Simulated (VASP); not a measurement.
# TiPt3 (Pm-3m) in VASP: notebook, part 3 of 3

VASP 6.6.1. The steps go on from the part before.

## (5) Single point, PBEsol (volume scaled by 1.06)

File INCAR:

```
PREC = Accurate
ENCUT = 520
EDIFF = 1E-7
ISMEAR = -1
SIGMA = 0.05
LREAL = False
LASPH = True
NELM = 80
ALGO = Normal
ISIF = 2
LWAVE = False
LCHARG = False
GGA = PS
NBANDS = 29
```

File KPOINTS:

```
regular mesh
0
Gamma
  7 7 7
```

File POSCAR:

```
TiPt3
1.0
    3.9734311690      0.0000000000      0.0000000000
    0.0000000000      3.9734311690      0.0000000000
    0.0000000000      0.0000000000      3.9734311690
Pt Ti
3 1
Direct
    0.5000000000      0.5000000000      0.0000000000
    0.5000000000      0.0000000000      0.5000000000
    0.0000000000      0.5000000000      0.5000000000
    0.0000000000      0.0000000000      0.0000000000
```

Potentials or basis: VASP PAW PBE potentials, release 64 (Pt, Ti_sv).

Command:

```bash
$ cat potpaw_PBE.64/Pt/POTCAR potpaw_PBE.64/Ti_sv/POTCAR > POTCAR
$ mpirun -np 1 vasp_std > vasp.out
```

OUTCAR:

```text
PREC = Accurate
   ENCUT = 520
   EDIFF = 1E-7
   ISMEAR = -1
   LREAL = False
   LASPH = True
   NELM = 80
   ISIF = 2
   GGA = PS

 ion  position               nearest neighbor table
   1  0.500  0.500  0.000-   2 2.81   3 2.81   4 2.81   2 2.81   3 2.81   2 2.81   4 2.81   2 2.81
                             3 2.81   4 2.81   3 2.81   4 2.81
   2  0.500  0.000  0.500-   1 2.81   3 2.81   4 2.81   1 2.81   4 2.81   1 2.81   3 2.81   1 2.81
                             3 2.81   4 2.81   4 2.81   3 2.81
   3  0.000  0.500  0.500-   1 2.81   2 2.81   4 2.81   1 2.81   4 2.81   2 2.81   4 2.81   4 2.81
                             1 2.81   2 2.81   1 2.81   2 2.81
   4  0.000  0.000  0.000-   1 2.81   2 2.81   3 2.81   2 2.81   3 2.81   1 2.81   3 2.81   3 2.81
                             1 2.81   2 2.81   2 2.81   1 2.81

  LATTYP: Found a simple cubic cell.
 ALAT       =     3.9734311690

  Lattice vectors:

 A1 = (   3.9734311690,   0.0000000000,   0.0000000000)
 A2 = (   0.0000000000,   3.9734311690,   0.0000000000)
 A3 = (   0.0000000000,   0.0000000000,   3.9734311690)

Analysis of symmetry for initial positions (statically):
=====================================================================
 Subroutine PRICEL returns:
 Original cell was already a primitive cell.

 Routine SETGRP: Setting up the symmetry group for a
 simple cubic supercell.

 Subroutine GETGRP returns: Found 48 space group operations
 (whereof 48 operations were pure point group operations)
 out of a pool of 48 trial point group operations.

The static configuration has the point symmetry O_h .

Analysis of symmetry for dynamics (positions and initial velocities):
=====================================================================
 Subroutine PRICEL returns:
 Original cell was already a primitive cell.

 Routine SETGRP: Setting up the symmetry group for a
 simple cubic supercell.

 Subroutine GETGRP returns: Found 48 space group operations
 (whereof 48 operations were pure point group operations)
 out of a pool of 48 trial point group operations.

The dynamic configuration has the point symmetry O_h .

 Subroutine INISYM returns: Found 48 space group operations
 (whereof 48 operations are pure point group operations),
 and found     1 'primitive' translations

----------------------------------------------------------------------------------------

                                     Primitive cell

  volume of cell :      62.7331

  direct lattice vectors                    reciprocal lattice vectors
     3.973431169  0.000000000  0.000000000     0.251671655  0.000000000  0.000000000
     0.000000000  3.973431169  0.000000000     0.000000000  0.251671655  0.000000000
     0.000000000  0.000000000  3.973431169     0.000000000  0.000000000  0.251671655

  length of vectors
     3.973431169  3.973431169  3.973431169     0.251671655  0.251671655  0.251671655

  position of ions in fractional coordinates (direct lattice)
     0.500000000  0.500000000  0.000000000
     0.500000000  0.000000000  0.500000000
     0.000000000  0.500000000  0.500000000
     0.000000000  0.000000000  0.000000000

  ion indices of the primitive-cell ions
   primitive index   ion index
                 1           1
                 2           2
                 3           3
[... 25 lines left out ...]

 Found     20 irreducible k-points:

 Following reciprocal coordinates:
            Coordinates               Weight
  0.000000  0.000000  0.000000      1.000000
  0.142857  0.000000  0.000000      6.000000
  0.285714  0.000000  0.000000      6.000000
  0.428571  0.000000  0.000000      6.000000
  0.142857  0.142857  0.000000     12.000000
  0.285714  0.142857  0.000000     24.000000
[... 12 lines left out ...]
  0.428571  0.428571  0.285714     24.000000
  0.428571  0.428571  0.428571      8.000000
   k-points           NKPTS =     20   k-points in BZ     NKDIM =     20   number of bands    NBANDS=     29
   number of dos      NEDOS =    301   number of ions     NIONS =      4
   total plane-waves  NPLWV =  27000
   dimension x,y,z NGX =    30 NGY =   30 NGZ =   30
   dimension x,y,z NGXF=    60 NGYF=   60 NGZF=   60
   ions per type =               3   1
   NGX,Y,Z   is equivalent  to a cutoff of  12.55, 12.55, 12.55 a.u.
   NGXF,Y,Z  is equivalent  to a cutoff of  25.10, 25.10, 25.10 a.u.
 SYSTEM =  unknown system
   PREC   = accura    normal or accurate (medium, high low for compatibility)
   ISTART =      0    job   : 0-new  1-cont  2-samecut
   ICHARG =      2    charge: 1-file 2-atom 10-const
   ISPIN  =      1    spin polarized calculation?
   LNONCOLLINEAR =      F non collinear calculations
   LSORBIT =      F    spin-orbit coupling
   LASPH  =      T    aspherical Exc in radial PAW
   ENCUT  =  520.0 eV  38.22 Ry    6.18 a.u.   7.39  7.39  7.39*2*pi/ulx,y,z
   NELM   =     80;   NELMIN=  2; NELMDL= -5     # of ELM steps
   EDIFF  = 0.1E-06   stopping-criterion for ELM
   LREAL  =      F    real-space projection
   EDIFFG = 0.1E-05   stopping-criterion for IOM
   NSW    =      0    number of steps for IOM
   IBRION =     -1    ionic relax: 0-MD 1-quasi-New 2-CG
   NFREE  =      0    steps in history (QN), initial steepest desc. (CG)
   ISIF   =      2    stress and relaxation
   ISYM   =      2    0-nonsym 1-usesym 2-fastsym
   POTIM  = 0.5000    time-step for ionic-motion
   TEBEG  =    0.0;   TEEND  =   0.0 temperature during run
   PSTRESS=    0.0 pullay stress
   NELECT =      42.0000    total number of electrons
   NUPDOWN=      -1.0000    fix difference up-down
   EMIN   =  10.00;   EMAX   =-10.00  energy-range for DOS
   EFERMI =   0.00;   METHOD = LEGACY
   ISMEAR =    -1;   SIGMA  =   0.05  broadening in eV -4-tet -1-fermi 0-gaus
   EFERMI_NEDOS =   21; number of points for ismear=-14 and -15
   IALGO  =     38    algorithm
   IMIX   =      4    mixing-type and parameters
     AMIX     =   0.40;   BMIX     =  1.00
     AMIX_MAG =   1.60;   BMIX_MAG =  1.00
  volume/ion in A,a.u.               =      15.68       105.84
  Fermi-wavevector in a.u.,A,eV,Ry     =   1.432162  2.706394 27.906758  2.051089
  Thomas-Fermi vector in A             =   2.551820
   LORBIT       =      0    0 simple, 1 ext, 2 COOP (PROOUT), +10 PAW based schemes
   GGA     = PS    functional components
   LHFCALC =     F    Hartree Fock is set to
   AEXX    =    0.0000 exact exchange contribution
   IVDW    =     0    specifies the selected vdW correction
   LEPSILON=     F    determine dielectric tensor
   LRPA    =     F    only Hartree local field effects (RPA)
 non-spin polarized calculation
  energy-cutoff  :      520.00
  volume of cell :       62.73
 maximum number of plane-waves:      1743
 NGX is ok and might be reduce to    30
   NGX = 15   NGY = 15   NGZ = 15

 number of electron      42.0000004 magnetization

 Free energy of the ion-electron system (eV)
  ---------------------------------------------------
  ext. energy  EPLUGINS =         0.00000000
  ---------------------------------------------------
  free energy    TOTEN  =       -32.60720948 eV

  energy without entropy =      -32.59437735  energy(sigma->0) =      -32.60079341

 E-fermi :  10.6871     XC(G=0): -13.0885

 val. band max:       10.6739541540   @ k =   0.4286   0.0000   0.0000
 cond. band min:      10.7743270774   @ k =   0.4286   0.1429   0.1429
 fundamental gap:      0.1003729235
 Fermi energy:        10.6871390887

 k-point     1 :       0.0000    0.0000    0.0000
  band No.  band energies     occupation
      1     -47.3256      2.00000
      2     -23.6273      2.00000
      3     -23.6273      2.00000
      4     -23.6273      2.00000
      5       0.9588      2.00000
      6       3.8291      2.00000
[... 629 lines left out ...]
     28      12.3510      0.00000
     29      15.9444      0.00000

------------------------ aborting loop because EDIFF is reached ----------------------------------------

  FORCE on cell =-STRESS in cart. coord.  units (eV):
  Direction    XX          YY          ZZ          XY          YZ          ZX
  --------------------------------------------------------------------------------------
  -------------------------------------------------------------------------------------
  Total       -5.1946651     -5.1946651     -5.1946651     -0.0000000      0.0000000      0.0000000
  in kB     -132.6694878   -132.6694878   -132.6694878     -0.0000000      0.0000000      0.0000000
  external PRESSURE =    -132.6694878 kB  Pullay stress =       0.0000000 kB

 VOLUME and BASIS-vectors are now :
 -----------------------------------------------------------------------------
  energy-cutoff  :      520.00
  volume of cell :       62.73
      direct lattice vectors                 reciprocal lattice vectors
     3.973431169  0.000000000  0.000000000     0.251671655  0.000000000  0.000000000
     0.000000000  3.973431169  0.000000000     0.000000000  0.251671655  0.000000000
     0.000000000  0.000000000  3.973431169     0.000000000  0.000000000  0.251671655

 POSITION                                       TOTAL-FORCE (eV/Angst)
 -----------------------------------------------------------------------------------
      1.98672      1.98672      0.00000         0.000000      0.000000      0.000000
      1.98672      0.00000      1.98672         0.000000      0.000000      0.000000
      0.00000      1.98672      1.98672         0.000000      0.000000      0.000000
      0.00000      0.00000      0.00000         0.000000      0.000000      0.000000
 -----------------------------------------------------------------------------------
    total drift:                                0.000000      0.000000     -0.000000

  FREE ENERGIE OF THE ION-ELECTRON SYSTEM (eV)
  ---------------------------------------------------
  free  energy   TOTEN  =       -32.6072094771 eV

  energy  without entropy=      -32.5943773513  energy(sigma->0) =      -32.60079341
```

stdout:

```text
POSCAR found type information on POSCAR PtTi
 POSCAR found :  2 types and       4 ions
 scaLAPACK will be used
 -----------------------------------------------------------------------------
|                                                                             |
|                                                                             |
|     You enforced a specific xc type in the INCAR file but a different       |
|     I HOPE YOU KNOW WHAT YOU ARE DOING!                                     |
|                                                                             |
 -----------------------------------------------------------------------------

 LDA part: xc-table for (Slater+PW92), standard interpolation
 POSCAR, INCAR and KPOINTS ok, starting setup
 FFT: planning ... GRIDC
 FFT: planning ... GRID_SOFT
 FFT: planning ... GRID
 WAVECAR not read
 entering main loop
```

Wall time 39 s (1 thread of Intel Xeon Platinum 8259CL at 2.50GHz (Skylake/Cascade Lake), shared host); peak memory 0.18 GiB.

What came out:

- Free energy: -32.6072 eV
- Pressure: -13.3 GPa
- Band gap on the k mesh: zero (band 21 reaches 11.96 eV, above the bottom of band 22 at 10.60 eV)

Caveat: the PAW data sets were made with another functional, which shifts forces and pressure a little; spin-orbit coupling is left out, which moves the levels of the heavy elements.

## (6) Single point, LDA (volume scaled by 0.94)

File INCAR:

```
SYSTEM = TiPt3
PREC = Accurate
ENCUT = 520
EDIFF = 1E-6
ISMEAR = -1
SIGMA = 0.05
LREAL = .FALSE.
LASPH = .TRUE.
NELM = 60
ALGO = Normal
ISIF = 2
LWAVE = .FALSE.
LCHARG = .FALSE.
NBANDS = 29
```

File KPOINTS:

```
regular mesh
0
G
  7 7 7
  0 0 0
```

File POSCAR:

```
TiPt3
1.0
    3.8174470657      0.0000000000      0.0000000000
    0.0000000000      3.8174470657      0.0000000000
    0.0000000000      0.0000000000      3.8174470657
Pt Ti
3 1
Direct
    0.5000000000      0.5000000000      0.0000000000
    0.5000000000      0.0000000000      0.5000000000
    0.0000000000      0.5000000000      0.5000000000
    0.0000000000      0.0000000000      0.0000000000
```

Potentials or basis: VASP PAW LDA potentials, release 64 (Pt, Ti_sv).

Command:

```bash
$ cat potpaw_LDA.64/Pt/POTCAR potpaw_LDA.64/Ti_sv/POTCAR > POTCAR
$ mpirun -np 1 vasp_std > vasp.out
```

Run time: 22 s. Hardware: 1 thread of Intel Xeon Platinum 8488C (Sapphire Rapids), shared host; peak memory 0.15 GiB.

Results (log left out):

- Free energy: -34.5127 eV
- Pressure: 14.6 GPa
- Band gap on the k mesh: zero (band 21 reaches 14.42 eV, above the bottom of band 22 at 12.72 eV)

Levels at points of the mesh, in eV from the Fermi level:
```csv
k point,band 17,band 18,band 19,band 20,band 21,band 22,band 23,band 24,band 25,band 26
"(0.00, 0.00, 0.00)",-0.54,0.06,0.06,0.06,1.50,1.50,1.56,1.56,1.56,2.23
```

Caveat: spin-orbit coupling is left out, which moves the levels of the heavy elements.

## (7) Summary

```csv
level,potentials or basis,cell,gap on the mesh (eV),pressure (GPa)
PBEsol,"VASP PAW PBE potentials, release 64 (Pt, Ti_sv)","a = 3.897 Å, 4 atoms",none,0.2
PBEsol,"VASP PAW PBE potentials, release 64 (Pt, Ti_sv)","a = 3.923 Å, 4 atoms",none,-4.8
PBEsol,"VASP PAW PBE potentials, release 64 (Pt, Ti_sv)","a = 3.948 Å, 4 atoms",none,-9.3
PBEsol,"VASP PAW PBE potentials, release 64 (Pt, Ti_sv)","a = 3.973 Å, 4 atoms",none,-13.3
LDA,"VASP PAW LDA potentials, release 64 (Pt, Ti_sv)","a = 3.817 Å, 4 atoms",none,14.6
```

Alike in all rows: task single point; no spin polarisation; k mesh 7 × 7 × 7; cutoff (eV) 520; smearing fermi-dirac 0.05 eV.

Caveats: spin-orbit coupling is left out, which moves the levels of the heavy elements; the PAW data sets were made with another functional, which shifts forces and pressure a little (some runs).

Absolute energies hang on the potentials; compare differences alone.
